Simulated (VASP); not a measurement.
Set up this calculation in VASP 6.6.1, as the native input.

```yaml
Task: single point
Functional: PBE
Potentials_or_basis: VASP PAW PBE potentials, release 64 (Fe, O)
Cutoff: 520 eV
k_mesh: 11 × 11 × 11
Occupations: fermi-dirac, width 0.05 eV
Spin: collinear spin, ferromagnetic start
Starting_moments: "[3.0, 0.0] μB"
Dipole_correction: no
Further_INCAR_settings: ALGO = Normal; EDIFF = 1e-07; NBANDS = 18
```

The structure of FeO lies in POSCAR:

```
FeO
1.0
    0.0000000000      2.1546222676      2.1546222676
    2.1546222676      0.0000000000      2.1546222676
    2.1546222676      2.1546222676      0.0000000000
Fe O
1 1
Direct
    0.0000000000      0.0000000000      0.0000000000
    0.5000000000      0.5000000000      0.5000000000
```

The input as run:

INCAR

```
PREC = Accurate
ENCUT = 520
EDIFF = 1E-7
ISMEAR = -1
SIGMA = 0.05
LREAL = F
LASPH = T
NELM = 150
ALGO = Normal
ISIF = 2
LWAVE = F
LCHARG = T
ISPIN = 2
MAGMOM = 3 0
LORBIT = 11
LMAXMIX = 4
GGA = PE
LELF = T
LVHAR = T
NBANDS = 18
```

KPOINTS

```
regular mesh
0
Gamma
  11 11 11
```

Potentials or basis: VASP PAW PBE potentials, release 64 (Fe, O).

The run is started by

```sh
$ cat potpaw_PBE.64/Fe/POTCAR potpaw_PBE.64/O/POTCAR > POTCAR
$ mpirun -np 1 vasp_std > vasp.out
```

It gave:

```yaml
Pressure: 0.1 GPa
Band_gap_on_the_k_mesh: zero (filled and empty bands overlap)
Net_moment: 4.00 μB per cell
Site_moments: Fe +3.62; O +0.30 μB
Valence_electrons_inside_the_program's_atomic_spheres: Fe 6.73; O 5.00
```

Caveat: a cell with one magnetic atom can't hold antiferromagnetic order, which such compounds often take; semilocal functionals often make such compounds metallic where correlation or magnetic order opens a gap, which also shifts bond lengths.

Wall time 19 s on 1 thread of Intel(R) Xeon(R) 6975P-C (Granite Rapids) (shared host), peak memory 0.16 GiB.
